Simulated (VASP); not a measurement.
Input of a VASP 6.6.1 run:

File INCAR:

```
PREC = Accurate
ENCUT = 520
EDIFF = 1E-6
ISMEAR = 0
SIGMA = 0.15
LREAL = False
LASPH = True
NELM = 60
ALGO = Normal
ISIF = 2
LWAVE = False
LCHARG = False
GGA = PE
NBANDS = 34
```

KPOINTS

```
regular mesh
0
Gamma
  12 12 6
```

The input POSCAR:

```
InSe2
1.0
    4.0428890035      0.0000000000      0.0000000000
    0.0000000000      4.0428890035      0.0000000000
    0.0000000000      0.0000000000      9.7325349602
In Se
2 4
Direct
    0.0000000000      0.5000000000      0.7035851637
    0.5000000000      0.0000000000      0.2964148363
    0.0000000000      0.5000000000      0.3657877574
    0.5000000000      0.0000000000      0.6342122426
    0.0000000000      0.0000000000      0.0000000000
    0.5000000000      0.5000000000      0.0000000000
```

Potentials or basis: VASP PAW PBE potentials, release 64 (In_d, Se).

Command:

```bash
$ cat potpaw_PBE.64/In_d/POTCAR potpaw_PBE.64/Se/POTCAR > POTCAR
$ mpirun -np 1 vasp_std > vasp.out
```

(1) Estimate the largest force.

(2) Predict the pressure.

(3) What does it give for the band gap on the k mesh?

## Answers

(1) 0.258 eV/Å.

(2) -4.5 GPa.

(3) zero (band 25 reaches 4.60 eV, above the bottom of band 26 at 2.90 eV).

Caveat: the cell differs from its parent crystal (strain +0.040 along x and y, +0.000 along z); spin-orbit coupling is left out, which moves the levels of the heavy elements.
